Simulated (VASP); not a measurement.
**BN: single point with HSE06**

The system is BN.

```
CELL_PARAMETERS angstrom
0.00000 1.82287 1.82287
1.82287 0.00000 1.82287
1.82287 1.82287 0.00000
ATOMIC_POSITIONS crystal
B 0.00000 0.00000 0.00000
N 0.25000 0.25000 0.25000
```

This cell differs from its parent crystal: strain +1.0%.

```json
{"Program": "VASP 6.6.1", "Task": "single point", "Functional": "HSE06", "Potentials or basis": "VASP PAW PBE potentials, release 64 (B, N)", "Cutoff": "520 eV", "k mesh": "8 × 8 × 8", "Occupations": "gaussian, width 0.01 eV", "Spin": "no spin polarisation"}
```

* Pressure: -15.0 GPa
* Band gap on the k mesh: 5.74 eV (least direct gap 10.42 eV)

Levels at points of the mesh, in eV from the valence-band top:
```
           k point  band 2  band 3  band 4  band 5  band 6  band 7
(0.00, 0.00, 0.00)    0.00    0.00    0.00   10.42   10.42   10.42
(0.50, 0.00, 0.00)  -11.38   -2.05   -2.05   11.49   12.36   12.36
(0.50, 0.50, 0.00)   -9.59   -5.18   -5.18    5.74   10.58   20.04
```

Wall time 13 min on 1 thread of Intel(R) Xeon(R) Platinum 8259CL CPU @ 2.50GHz (Skylake/Cascade Lake), with other jobs on the host, peak memory 0.23 GiB.

Caveat: the cell differs from its parent crystal (strain +1.0%); the cell stands under tension; the PAW data sets were made with another functional, which shifts forces and pressure a little. A k mesh can miss the band edges.
